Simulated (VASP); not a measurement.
Input of a VASP 6.6.1 run:

Contents of INCAR:

```
SYSTEM = Co
PREC = Accurate
ENCUT = 520
EDIFF = 1E-6
ISMEAR = -1
SIGMA = 0.1
LREAL = .False.
LASPH = .True.
NELM = 150
ALGO = Normal
ISIF = 2
LWAVE = .False.
LCHARG = .False.
MAGMOM = 0 0 0
LORBIT = 11
LSORBIT = .True.
GGA_COMPAT = .False.
LORBMOM = .True.
LMAXMIX = 4
GGA = PE
NBANDS = 20
```

File KPOINTS:

```
Automatic mesh
0
Gamma
  16 16 16
  0 0 0
```

The input POSCAR:

```
Co
1.0
   -1.3829513651      1.3829513651      1.3829513651
    1.3829513651     -1.3829513651      1.3829513651
    1.3829513651      1.3829513651     -1.3829513651
Co
1
Direct
    0.0000000000      0.0000000000      0.0000000000
```

Potentials or basis: VASP PAW PBE potentials, release 64 (Co).

Command:

```console
$ cat potpaw_PBE.64/Co/POTCAR > POTCAR
$ mpirun -np 1 vasp_ncl > vasp.out
```

**Question.** Predict the net moment.

**Answer.** 0.00 μB per cell.

**Question.** Estimate the pressure.

**Answer.** -0.7 GPa.

Moments on the atoms (μB; x, y, z):
```
Co  0.00 0.00 0.00
```
